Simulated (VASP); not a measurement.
Runs of VASP 6.6.1 on BaTiO3. The structure is that of space group Pm-3m (No. 221), or close to it. The cells are those of the table. 

| task | cell | cutoff (eV) | smearing | gap on the mesh (eV) | pressure (GPa) | largest force (eV/Å) |
| --- | --- | --- | --- | --- | --- | --- |
| single point | a = 3.942 Å, 5 atoms | 520 | gaussian 0.02 eV | 2.45 | (c) | 0.10 |
| single point | a = 4.024 Å, angles 89.8°, 5 atoms | 520 | gaussian 0.02 eV | 2.85 | 1.9 | 0.17 |
| single point | a = 3.983 Å, angles 89.9°, 5 atoms | 520 | gaussian 0.02 eV | (a) | 6.0 | 0.15 |
| relaxation of shape and atoms at fixed volume | relaxed from a = 3.942 Å, angles 89.9°, 5 atoms | 600 | gaussian 0.02 eV | 2.32 | 10.3 | 0.01 |
| single point | a = 4.004 Å, angles 89.9°, 5 atoms | 660 | gaussian 0.02 eV | (b) | 3.6 | 0.15 |
| single point | a = 4.024 Å, angles 89.8°, 5 atoms | 520 | gaussian 0.05 eV | 2.85 | 1.9 | 0.17 |

Alike in all rows: level r2SCAN; potentials or basis VASP PAW PBE potentials, release 64 (Ba_sv, Ti_sv, O); no spin polarisation; k mesh 6 × 6 × 6.

Problem. Estimate the missing entries.

Solution. (a) 2.65; (b) 2.75; (c) 11.1.

Caveats: the PAW data sets were made with another functional, which shifts forces and pressure a little; spin-orbit coupling is left out, which moves the levels of the heavy elements.

A k mesh can miss the band edges, and the runs leave out spin-orbit coupling on Ba.
